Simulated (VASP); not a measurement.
Set up this calculation in VASP 6.6.1, as the native input.

```yaml
Task: single point
Functional: LDA
Potentials_or_basis: VASP PAW LDA potentials, release 64 (Cd)
Cutoff: 520 eV
k_mesh: 21 × 21 × 9
Occupations: fermi-dirac, width 0.1 eV
Spin: no spin polarisation
Dipole_correction: no
Further_INCAR_settings: ALGO = Normal; EDIFF = 1e-06; NBANDS = 19
```

The structure of Cd lies in POSCAR:

```
Cd
1.0
    2.9197877880      0.0000000000      0.0000000000
   -1.4598938940      2.5286103981      0.0000000000
    0.0000000000      0.0000000000      5.7125683469
Cd
2
Direct
    0.3333333333      0.6666666667      0.2500000000
    0.6666666667      0.3333333333      0.7500000000
```

One way to write it, as run:

INCAR

```
PREC = Accurate ; ENCUT = 520
EDIFF = 1E-6 ; ISMEAR = -1
SIGMA = 0.1 ; LREAL = F
LASPH = T ; NELM = 60
ALGO = Normal ; ISIF = 2
LWAVE = F ; LCHARG = T
LELF = T ; LVHAR = T
NBANDS = 19
```

KPOINTS

```
regular mesh
0
Gamma
  21 21 9
```

Potentials or basis: VASP PAW LDA potentials, release 64 (Cd).

Command:

```sh
$ cat potpaw_LDA.64/Cd/POTCAR > POTCAR
$ mpirun -np 1 vasp_std > vasp.out
```

It gave:

```yaml
Pressure: -1.9 GPa
Band_gap_on_the_k_mesh: zero (bands 12 and 13 overlap by 4.82 eV)
```

It took 2.1 min on 1 thread of Intel Xeon 8259CL, with other jobs on the host, peak memory 0.26 GiB.
